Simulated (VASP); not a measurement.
# N (P4_2/mnm) in VASP: notebook

Aim: see how the results for N move with the level of theory and the settings. Levels: r2SCAN+rVV10, r2SCAN, PBE+D3(BJ), PBE+D4, PBE0. Tasks: single point, relaxation of cell and atoms.

All numbers are computed with VASP 6.6.1; they aren't measurements. Logs are shortened: lines on timing, memory, paths and dates and some standing lists are left out, and cuts for length are marked.

### 1 The cell of the first run

The structure is tetragonal, space group P4_2/mnm (No. 136). The conventional cell has a = 3.961 Å, b = 3.961 Å, c = 5.133 Å, α = 90.00°, β = 90.00°, γ = 90.00°. Within 1.5 Å of N (site symmetry m2m) lie 1 N at 1.09 Å.

### 2 Single point, r2SCAN+rVV10

POSCAR

```
N
1.0
    3.9609740433      0.0000000000      0.0000000000
    0.0000000000      3.9609740433      0.0000000000
    0.0000000000      0.0000000000      5.1331803146
N
4
Direct
    0.9024068167      0.9024068167      0.0000000000
    0.5975931833      0.4024068167      0.5000000000
    0.0975931833      0.0975931833      0.0000000000
    0.4024068167      0.5975931833      0.5000000000
```

INCAR.step1

```
SYSTEM = N
PREC = Accurate
ENCUT = 520
ISMEAR = -1
SIGMA = 0.02
LREAL = .FALSE.
LASPH = .TRUE.
NELM = 80
NBANDS = 18
GGA = PE
ALGO = Normal
EDIFF = 1E-4
LWAVE = .TRUE.
LCHARG = .FALSE.
```

INCAR.step2

```
SYSTEM = N
PREC = Accurate
ENCUT = 520
EDIFF = 1E-6
ISMEAR = -1
SIGMA = 0.02
LREAL = .FALSE.
LASPH = .TRUE.
NELM = 80
ALGO = Normal
ISIF = 2
LWAVE = .FALSE.
LCHARG = .FALSE.
METAGGA = R2SCAN
LMIXTAU = .TRUE.
LUSE_VDW = .TRUE.
IVDW_NL = 2
BPARAM = 11.95
CPARAM = 0.0093
NBANDS = 18
ISTART = 1
```

KPOINTS

```
Automatic mesh
0
G
  6 6 4
  0 0 0
```

Potentials or basis: VASP PAW PBE potentials, release 64 (N).

Command:

```bash
$ cat potpaw_PBE.64/N/POTCAR > POTCAR
$ cp INCAR.step1 INCAR
$ mpirun -np 1 vasp_std > vasp.out
$ cp INCAR.step2 INCAR
$ mpirun -np 1 vasp_std > vasp.out
```

OUTCAR:

```text
SYSTEM = N
   PREC = Accurate
   ENCUT = 520
   EDIFF = 1E-6
   ISMEAR = -1
   LREAL = .FALSE.
   LASPH = .TRUE.
   NELM = 80
   ISIF = 2
   METAGGA = R2SCAN
   IVDW_NL = 2
   BPARAM = 11.95
   ISTART = 1

 ion  position               nearest neighbor table
   1  0.902  0.902  0.000-   3 1.09
   2  0.598  0.402  0.500-   4 1.09
   3  0.098  0.098  0.000-   1 1.09
   4  0.402  0.598  0.500-   2 1.09

  LATTYP: Found a simple tetragonal cell.
 ALAT       =     3.9609740433
 C/A-ratio  =     1.2959388924

  Lattice vectors:

 A1 = (   3.9609740433,   0.0000000000,   0.0000000000)
 A2 = (   0.0000000000,   3.9609740433,   0.0000000000)
 A3 = (   0.0000000000,   0.0000000000,   5.1331803146)

Analysis of symmetry for initial positions (statically):
=====================================================================
 Subroutine PRICEL returns:
 Original cell was already a primitive cell.

 Routine SETGRP: Setting up the symmetry group for a
 simple tetragonal supercell.

 Subroutine GETGRP returns: Found 16 space group operations
 (whereof  8 operations were pure point group operations)
 out of a pool of 16 trial point group operations.

The static configuration has the point symmetry D_2h.
 The point group associated with its full space group is D_4h.

Analysis of symmetry for dynamics (positions and initial velocities):
=====================================================================
 Subroutine PRICEL returns:
 Original cell was already a primitive cell.

 Routine SETGRP: Setting up the symmetry group for a
 simple tetragonal supercell.

 Subroutine GETGRP returns: Found 16 space group operations
 (whereof  8 operations were pure point group operations)
 out of a pool of 16 trial point group operations.

The dynamic configuration has the point symmetry D_2h.
 The point group associated with its full space group is D_4h.

 Subroutine INISYM returns: Found 16 space group operations
 (whereof  8 operations are pure point group operations),
 and found     1 'primitive' translations

----------------------------------------------------------------------------------------

                                     Primitive cell

  volume of cell :      80.5361

  direct lattice vectors                    reciprocal lattice vectors
     3.960974043  0.000000000  0.000000000     0.252463154  0.000000000  0.000000000
     0.000000000  3.960974043  0.000000000     0.000000000  0.252463154  0.000000000
     0.000000000  0.000000000  5.133180315     0.000000000  0.000000000  0.194811002

  length of vectors
     3.960974043  3.960974043  5.133180315     0.252463154  0.252463154  0.194811002

  position of ions in fractional coordinates (direct lattice)
     0.902406817  0.902406817  0.000000000
     0.597593183  0.402406817  0.500000000
     0.097593183  0.097593183  0.000000000
     0.402406817  0.597593183  0.500000000

  ion indices of the primitive-cell ions
   primitive index   ion index
                 1           1
                 2           2
                 3           3
                 4           4

----------------------------------------------------------------------------------------

 KPOINTS: Automatic mesh

Automatic generation of k-mesh.
 Grid dimensions read from file:
 generate k-points for:    6    6    4

 Generating k-lattice:

  Cartesian coordinates                     Fractional coordinates (reciprocal lattice)
     0.042077192  0.000000000  0.000000000     0.166666667  0.000000000  0.000000000
     0.000000000  0.042077192  0.000000000     0.000000000  0.166666667  0.000000000
     0.000000000  0.000000000  0.048702750     0.000000000  0.000000000  0.250000000

  Length of vectors
     0.042077192  0.042077192  0.048702750

  Shift w.r.t. Gamma in fractional coordinates (k-lattice)
     0.000000000  0.000000000  0.000000000

 Subroutine IBZKPT returns following result:
 ===========================================

 Found     30 irreducible k-points:

 Following reciprocal coordinates:
            Coordinates               Weight
  0.000000  0.000000  0.000000      1.000000
  0.166667  0.000000  0.000000      4.000000
  0.333333  0.000000  0.000000      4.000000
  0.500000  0.000000  0.000000      2.000000
  0.166667  0.166667  0.000000      4.000000
  0.333333  0.166667  0.000000      8.000000
[... 16 lines left out ...]
  0.333333  0.000000  0.500000      4.000000
  0.500000  0.000000  0.500000      2.000000
 [... further k-points ...]
   k-points           NKPTS =     30   k-points in BZ     NKDIM =     30   number of bands    NBANDS=     18
   number of dos      NEDOS =    301   number of ions     NIONS =      4
   total plane-waves  NPLWV =  36000
   dimension x,y,z NGX =    30 NGY =   30 NGZ =   40
   dimension x,y,z NGXF=    60 NGYF=   60 NGZF=   80
   ions per type =               4
   NGX,Y,Z   is equivalent  to a cutoff of  12.59, 12.59, 12.95 a.u.
   NGXF,Y,Z  is equivalent  to a cutoff of  25.18, 25.18, 25.91 a.u.
 SYSTEM =  N
   PREC   = accura    normal or accurate (medium, high low for compatibility)
   ISTART =      1    job   : 0-new  1-cont  2-samecut
   ICHARG =      0    charge: 1-file 2-atom 10-const
   ISPIN  =      1    spin polarized calculation?
   LNONCOLLINEAR =      F non collinear calculations
   LSORBIT =      F    spin-orbit coupling
   LASPH  =      T    aspherical Exc in radial PAW
   ENCUT  =  520.0 eV  38.22 Ry    6.18 a.u.   7.36  7.36  9.54*2*pi/ulx,y,z
   NELM   =     80;   NELMIN=  2; NELMDL=  0     # of ELM steps
   EDIFF  = 0.1E-05   stopping-criterion for ELM
   LREAL  =      F    real-space projection
   EDIFFG = 0.1E-04   stopping-criterion for IOM
   NSW    =      0    number of steps for IOM
   IBRION =     -1    ionic relax: 0-MD 1-quasi-New 2-CG
   NFREE  =      0    steps in history (QN), initial steepest desc. (CG)
   ISIF   =      2    stress and relaxation
   ISYM   =      2    0-nonsym 1-usesym 2-fastsym
   POTIM  = 0.5000    time-step for ionic-motion
   TEBEG  =    0.0;   TEEND  =   0.0 temperature during run
   PSTRESS=    0.0 pullay stress
   NELECT =      20.0000    total number of electrons
   NUPDOWN=      -1.0000    fix difference up-down
   EMIN   =  10.00;   EMAX   =-10.00  energy-range for DOS
   EFERMI =   0.00;   METHOD = LEGACY
   ISMEAR =    -1;   SIGMA  =   0.02  broadening in eV -4-tet -1-fermi 0-gaus
   EFERMI_NEDOS =   21; number of points for ismear=-14 and -15
   IALGO  =     38    algorithm
   IMIX   =      4    mixing-type and parameters
     AMIX     =   0.40;   BMIX     =  1.00
     AMIX_MAG =   1.60;   BMIX_MAG =  1.00
  volume/ion in A,a.u.               =      20.13       135.87
  Fermi-wavevector in a.u.,A,eV,Ry     =   1.029014  1.944555 14.406801  1.058870
  Thomas-Fermi vector in A             =   2.163040
   LORBIT       =      0    0 simple, 1 ext, 2 COOP (PROOUT), +10 PAW based schemes
   METAGGA = R2SCAN    functional components
   LHFCALC =     F    Hartree Fock is set to
   AEXX    =    0.0000 exact exchange contribution
   IVDW_NL    =     2    kernel type
   BPARAM     =11.9500
   IVDW    =     0    specifies the selected vdW correction
   LEPSILON=     F    determine dielectric tensor
   LRPA    =     F    only Hartree local field effects (RPA)
 non-spin polarized calculation
  energy-cutoff  :      520.00
  volume of cell :       80.54
 maximum number of plane-waves:      2212
 NGX is ok and might be reduce to    30
   NGX = 15   NGY = 15   NGZ = 19

 number of electron      19.9999994 magnetization

 Free energy of the ion-electron system (eV)
  ---------------------------------------------------
  ext. energy  EPLUGINS =         0.00000000
  ---------------------------------------------------
  free energy    TOTEN  =       -35.74054430 eV

  energy without entropy =      -35.74054430  energy(sigma->0) =      -35.74054430

 E-fermi :  -6.0071     XC(G=0):  -7.2007

 val. band max:       -6.5260161556   @ k =   0.5000   0.5000   0.5000
 cond. band min:       0.9111007674   @ k =   0.0000   0.0000   0.0000
 fundamental gap:      7.4371169230
 Fermi energy:        -6.0071393509

 k-point     1 :       0.0000    0.0000    0.0000
  band No.  band energies     occupation
      1     -26.1043      2.00000
      2     -26.0126      2.00000
      3     -10.1272      2.00000
      4     -10.1272      2.00000
      5      -8.6847      2.00000
      6      -7.9557      2.00000
[... 10 lines left out ...]
     17       9.2096      0.00000
     18      13.0965      0.00000

 k-point     2 :       0.1667    0.0000    0.0000
  band No.  band energies     occupation
      1     -26.0941      2.00000
      2     -26.0144      2.00000
      3     -10.2089      2.00000
      4     -10.2037      2.00000
      5      -8.6192      2.00000
      6      -8.1753      2.00000
[... 10 lines left out ...]
     17       9.3658      0.00000
     18      11.8916      0.00000

 k-point     3 :       0.3333    0.0000    0.0000
  band No.  band energies     occupation
      1     -26.0687      2.00000
      2     -26.0227      2.00000
      3     -10.3658      2.00000
      4     -10.3592      2.00000
      5      -8.4448      2.00000
      6      -8.2749      2.00000
[... 10 lines left out ...]
     17       9.8522      0.00000
     18      10.9161      0.00000

 k-point     4 :       0.5000    0.0000    0.0000
  band No.  band energies     occupation
      1     -26.0414      2.00000
      2     -26.0414      2.00000
      3     -10.4391      2.00000
      4     -10.4391      2.00000
      5      -8.2276      2.00000
      6      -8.2276      2.00000
[... 10 lines left out ...]
     17      10.6803      0.00000
     18      10.6803      0.00000

 k-point     5 :       0.1667    0.1667    0.0000
  band No.  band energies     occupation
      1     -26.0845      2.00000
      2     -26.0156      2.00000
      3     -10.2899      2.00000
      4     -10.2623      2.00000
      5      -8.5596      2.00000
      6      -8.2709      2.00000
[... 10 lines left out ...]
     17       9.5291      0.00000
     18      11.2077      0.00000

 k-point     6 :       0.3333    0.1667    0.0000
  band No.  band energies     occupation
      1     -26.0614      2.00000
      2     -26.0215      2.00000
      3     -10.4290      2.00000
      4     -10.4043      2.00000
      5      -8.4022      2.00000
      6      -8.3377      2.00000
[... 10 lines left out ...]
     17      10.0304      0.00000
     18      10.3462      0.00000

 k-point     7 :       0.5000    0.1667    0.0000
  band No.  band energies     occupation
      1     -26.0373      2.00000
      2     -26.0373      2.00000
      3     -10.4868      2.00000
      4     -10.4868      2.00000
      5      -8.2898      2.00000
      6      -8.2898      2.00000
[... 10 lines left out ...]
     17      10.4128      0.00000
     18      10.4128      0.00000

 k-point     8 :       0.3333    0.3333    0.0000
  band No.  band energies     occupation
      1     -26.0446      2.00000
      2     -26.0216      2.00000
      3     -10.5409      2.00000
      4     -10.5181      2.00000
      5      -8.3974      2.00000
      6      -8.2955      2.00000
[... 10 lines left out ...]
     17       9.6896      0.00000
     18      10.0145      0.00000
[... 229 lines left out ...]
     17       9.7477      0.00000
     18       9.7477      0.00000

 k-point    20 :       0.5000    0.5000    0.2500
  band No.  band energies     occupation
      1     -26.0246      2.00000
      2     -26.0246      2.00000
      3     -10.6190      2.00000
      4     -10.6190      2.00000
      5      -8.4336      2.00000
      6      -8.4336      2.00000
[... 10 lines left out ...]
     17       9.3100      0.00000
     18       9.3100      0.00000

 k-point    21 :       0.0000    0.0000    0.5000
  band No.  band energies     occupation
      1     -26.0584      2.00000
      2     -26.0584      2.00000
      3     -10.1128      2.00000
      4     -10.1128      2.00000
      5      -8.5115      2.00000
      6      -8.5115      2.00000
[... 10 lines left out ...]
     17      11.3387      0.00000
     18      11.3387      0.00000

 k-point    22 :       0.1667    0.0000    0.5000
  band No.  band energies     occupation
      1     -26.0539      2.00000
      2     -26.0539      2.00000
      3     -10.2083      2.00000
      4     -10.2083      2.00000
      5      -8.4746      2.00000
      6      -8.4746      2.00000
[... 10 lines left out ...]
     17      10.9751      0.00000
     18      10.9751      0.00000

 k-point    23 :       0.3333    0.0000    0.5000
  band No.  band energies     occupation
      1     -26.0452      2.00000
      2     -26.0452      2.00000
      3     -10.3873      2.00000
      4     -10.3873      2.00000
      5      -8.4106      2.00000
      6      -8.4106      2.00000
[... 10 lines left out ...]
     17      10.1808      0.00000
     18      10.1808      0.00000

 k-point    24 :       0.5000    0.0000    0.5000
  band No.  band energies     occupation
      1     -26.0406      2.00000
      2     -26.0406      2.00000
      3     -10.4716      2.00000
      4     -10.4716      2.00000
      5      -8.3831      2.00000
      6      -8.3831      2.00000
[... 10 lines left out ...]
     17       9.7409      0.00000
     18       9.7409      0.00000

 [... further k-points ...]
[... 5 lines left out ...]
  --------------------------------------------------------------------------------------
  -------------------------------------------------------------------------------------
  Total        2.3098869      2.3098869     -0.1899707      0.0000000      0.0000000      0.0000000
  in kB       45.9526727     45.9526727     -3.7792587      0.0000000      0.0000000      0.0000000
  external PRESSURE =      29.3753622 kB  Pullay stress =       0.0000000 kB

 VOLUME and BASIS-vectors are now :
 -----------------------------------------------------------------------------
  energy-cutoff  :      520.00
  volume of cell :       80.54
      direct lattice vectors                 reciprocal lattice vectors
     3.960974043  0.000000000  0.000000000     0.252463154  0.000000000  0.000000000
     0.000000000  3.960974043  0.000000000     0.000000000  0.252463154  0.000000000
     0.000000000  0.000000000  5.133180315     0.000000000  0.000000000  0.194811002

 POSITION                                       TOTAL-FORCE (eV/Angst)
 -----------------------------------------------------------------------------------
      3.57441      3.57441      0.00000        -1.630182     -1.630182     -0.000000
      2.36705      1.59392      2.56659         1.630182     -1.630182     -0.000000
      0.38656      0.38656      0.00000         1.630182      1.630182      0.000000
      1.59392      2.36705      2.56659        -1.630182      1.630182     -0.000000
 -----------------------------------------------------------------------------------
    total drift:                               -0.000000     -0.000000     -0.000000

  FREE ENERGIE OF THE ION-ELECTRON SYSTEM (eV)
  ---------------------------------------------------
  free  energy   TOTEN  =       -35.7405443039 eV

  energy  without entropy=      -35.7405443039  energy(sigma->0) =      -35.74054430
```

It took 78 s on 1 thread of Intel Xeon 6975P-C (Granite Rapids), shared host; peak memory 0.33 GiB.

Results:

```
Free energy            : -35.7405 eV
Pressure               : 2.9 GPa
Largest force          : 2.305 eV/Å
Band gap on the k mesh : 7.44 eV (least direct gap 7.68 eV)
```

Forces on the atoms (eV/Å):
```
N   -1.630 -1.630  0.000
N    1.630 -1.630  0.000
N    1.630  1.630  0.000
N   -1.630  1.630  0.000
```

Stress tensor (GPa, compression positive):
```
 4.60  0.00  0.00
 0.00  4.60  0.00
 0.00  0.00 -0.38
```

Caveat: the standard files for N, O and F lose accuracy on very short bonds; the PAW data sets were made with another functional, which shifts forces and pressure a little.

### 3 Single point, r2SCAN

POSCAR is that of step 2.

INCAR.step1

```
PREC = Accurate
ENCUT = 520
ISMEAR = 0
SIGMA = 0.01
LREAL = False
LASPH = True
NELM = 100
NBANDS = 18
GGA = PE
ALGO = Normal
EDIFF = 1E-4
LWAVE = True
LCHARG = False
```

INCAR.step2

```
PREC = Accurate
ENCUT = 520
EDIFF = 1E-6
ISMEAR = 0
SIGMA = 0.01
LREAL = False
LASPH = True
NELM = 100
ALGO = Normal
ISIF = 2
LWAVE = False
LCHARG = True
METAGGA = R2SCAN
LMIXTAU = True
LELF = True
LVHAR = True
NBANDS = 18
ISTART = 1
```

KPOINTS

```
regular mesh
0
Gamma
  6 6 6
```

Potentials or basis: VASP PAW PBE potentials, release 64 (N).

Command:

```bash
$ cat potpaw_PBE.64/N/POTCAR > POTCAR
$ cp INCAR.step1 INCAR
$ mpirun -np 1 vasp_std > vasp.out
$ cp INCAR.step2 INCAR
$ mpirun -np 1 vasp_std > vasp.out
```

It took 73 s on 1 thread of Intel Xeon 6975P-C (Granite Rapids), shared host; peak memory 0.2 GiB.

It converged, with:

```
Free energy            : -36.4492 eV
Pressure               : 3.3 GPa
Largest force          : 2.240 eV/Å
Band gap on the k mesh : 7.46 eV (least direct gap 7.70 eV)
```

Forces on the atoms (eV/Å):
```
N   -1.584 -1.584  0.000
N    1.584 -1.584  0.000
N    1.584  1.584  0.000
N   -1.584  1.584  0.000
```

Stress tensor (GPa, compression positive):
```
4.87 0.00 0.00
0.00 4.87 0.00
0.00 0.00 0.04
```

Levels at points of the mesh, in eV from the valence-band top:
```csv
k point,band 7,band 8,band 9,band 10,band 11,band 12,band 13,band 14
"(0.00, 0.00, 0.00)",-1.43,-1.31,-1.20,-0.24,7.46,8.56,8.98,8.98
"(0.50, 0.00, 0.00)",-1.69,-1.69,-0.27,-0.27,8.74,8.74,8.74,8.74
"(0.50, 0.50, 0.00)",-1.63,-1.63,-0.05,-0.05,8.43,8.43,9.66,9.66
"(0.00, 0.00, 0.50)",-1.45,-1.45,-0.47,-0.47,7.97,7.97,8.97,8.97
"(0.50, 0.00, 0.50)",-1.43,-1.43,-0.35,-0.35,8.28,8.28,9.11,9.11
"(0.50, 0.50, 0.50)",-1.68,-1.68,0.00,0.00,8.49,8.49,9.66,9.66
```

Caveat: the standard files for N, O and F lose accuracy on very short bonds; the cell stands under pressure; the PAW data sets were made with another functional, which shifts forces and pressure a little. A k mesh can miss the band edges.

[end of part 1 of 2]
